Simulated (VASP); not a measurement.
Input of a VASP 6.6.1 run:

The input INCAR:

```
  ALGO = Normal
  EDIFF = 1E-6
  ENCUT = 500
  GGA = PE
  GGA_COMPAT = False
  ISIF = 2
  ISMEAR = -1
  LASPH = True
  LCHARG = False
  LREAL = False
  LWAVE = False
  NBANDS = 17
  NELM = 120
  PREC = Accurate
  SIGMA = 0.05
```

Contents of KPOINTS:

```
k-points
0
Gamma
  11 11 11
```

The input POSCAR:

```
SnSe
1.0
    0.0000000000      2.7766551830      2.7766551830
    2.7766551830      0.0000000000      2.7766551830
    2.7766551830      2.7766551830      0.0000000000
Sn Se
1 1
Direct
    0.0000000000      0.0000000000      0.0000000000
    0.2500000000      0.2500000000      0.2500000000
```

Potentials or basis: VASP PAW PBE potentials, release 64 (Sn_d, Se).

Command:

```sh
$ cat potpaw_PBE.64/Sn_d/POTCAR potpaw_PBE.64/Se/POTCAR > POTCAR
$ mpirun -np 1 vasp_std > vasp.out
```

Problem. What does it give for the band gap on the k mesh?

Solution. Zero (band 10 reaches 10.06 eV, above the bottom of band 11 at 8.36 eV).

Problem. What does it give for the pressure?

Solution. 53.8 GPa.

Caveat: spin-orbit coupling is left out, which moves the levels of the heavy elements.
